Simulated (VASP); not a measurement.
Write the native input for VASP 6.6.1 that does the following.

```yaml
Task: single point
Functional: PBE
Potentials_or_basis: VASP PAW PBE potentials, release 64 (Hg, H)
Cutoff: 520 eV
k_mesh: 12 × 12 × 14
Occupations: gaussian, width 0.1 eV
Spin: no spin polarisation
Dipole_correction: no
Further_INCAR_settings: ALGO = Normal; EDIFF = 1e-06; NBANDS = 18
```

The structure of HgH5 lies in POSCAR:

```
HgH5
1.0
    4.1359246776      0.0000000000      0.0000000000
   -2.0679623388      3.5818158389      0.0000000000
    0.0000000000      0.0000000000      2.7687406357
Hg H
1 5
Direct
    0.0000000000      0.0000000000      0.0000000000
    0.0000000000      0.5000000000      0.5000000000
    0.3333333333      0.6666666667      0.0000000000
    0.6666666667      0.3333333333      0.0000000000
    0.5000000000      0.0000000000      0.5000000000
    0.5000000000      0.5000000000      0.5000000000
```

These files were run (other wordings do the same):

INCAR

```
SYSTEM = HgH5
ALGO     = Normal         ! electronic algorithm
EDIFF    = 1E-6           ! SCF threshold, eV
ENCUT    = 520            ! plane-wave cutoff, eV
GGA      = PE             ! functional
ISIF     = 2              ! what is computed and relaxed
ISMEAR   = 0              ! smearing method
LASPH    = .TRUE.         ! aspherical terms in the spheres
LCHARG   = .FALSE.        ! write CHGCAR
LREAL    = .FALSE.        ! projectors in reciprocal space
LWAVE    = .FALSE.        ! write WAVECAR
NBANDS   = 18             ! bands
NELM     = 100            ! most SCF steps
PREC     = Accurate       ! precision mode
SIGMA    = 0.1            ! smearing width, eV
```

KPOINTS

```
k-points
0
G
  12 12 14
  0 0 0
```

Potentials or basis: VASP PAW PBE potentials, release 64 (Hg, H).

Run with:

```sh
$ cat potpaw_PBE.64/Hg/POTCAR potpaw_PBE.64/H/POTCAR > POTCAR
$ mpirun -np 1 vasp_std > vasp.out
```

It gave:

```
Pressure : 0.4 GPa
```

Run time: 40 s on 1 thread of Intel(R) Xeon(R) 6975P-C (Granite Rapids), on a shared host, peak memory 0.23 GiB.
